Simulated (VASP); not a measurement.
Crystal: Bi.

```
CELL_PARAMETERS angstrom
2.26314 1.30662 3.93085
-2.26314 1.30662 3.93085
0.00000 -2.61325 3.93085
ATOMIC_POSITIONS crystal
Bi 0.23531 0.23531 0.23531
Bi 0.76469 0.76469 0.76469
```

| Quantity | Value |
| --- | --- |
| Program | VASP 6.6.1 |
| Task | relaxation of cell and atoms |
| Functional | r2SCAN |
| Dispersion | rVV10 |
| Potentials or basis | VASP PAW PBE potentials, release 64 (Bi_d) |
| Cutoff | 600 eV |
| k mesh | 6 × 6 × 6 |
| Occupations | fermi-dirac, width 0.02 eV |
| Spin | no spin polarisation |

At the start: pressure 0.5 GPa; volume 34.87 Å³/atom.

Q: How do energy, volume and symmetry change on relaxing?

A: Over 12 steps the energy falls by 4.0 meV/atom and the volume is 35.74 Å³/atom (+2.5 %); space group R-3m (No. 166, to 0.1 Å) before and after.

The path:
```csv
step,energy change (eV),largest force (eV/Å),pressure (GPa),volume (Å³)
1,0.0000,0.1515,0.47,69.74
2,-0.0035,0.1498,-0.13,70.78
3,-0.0039,0.1494,-0.38,71.24
4,-0.0064,0.0733,-0.20,71.27
5,-0.0074,0.0152,0.02,71.30
6,-0.0074,0.0237,0.04,71.30
7,-0.0077,0.0172,0.01,71.38
8,-0.0079,0.0025,-0.04,71.54
9,-0.0079,0.0017,-0.04,71.54
10,-0.0079,0.0069,0.03,71.44
11,-0.0079,0.0052,0.01,71.48
12,-0.0079,0.0048,0.00,71.49
```

Final structure:
```yaml
crystal:
  lattice:
    - [2.26302, 1.30655, 4.02956]
    - [-2.26302, 1.30655, 4.02956]
    - [0.00000, -2.61311, 4.02956]
  atoms:
    - { symbol: Bi, position: [0.23268, 0.23268, 0.23268] }
    - { symbol: Bi, position: [0.76732, 0.76732, 0.76732] }
```

Caveat: the PAW data sets were made with another functional, which shifts forces and pressure a little.
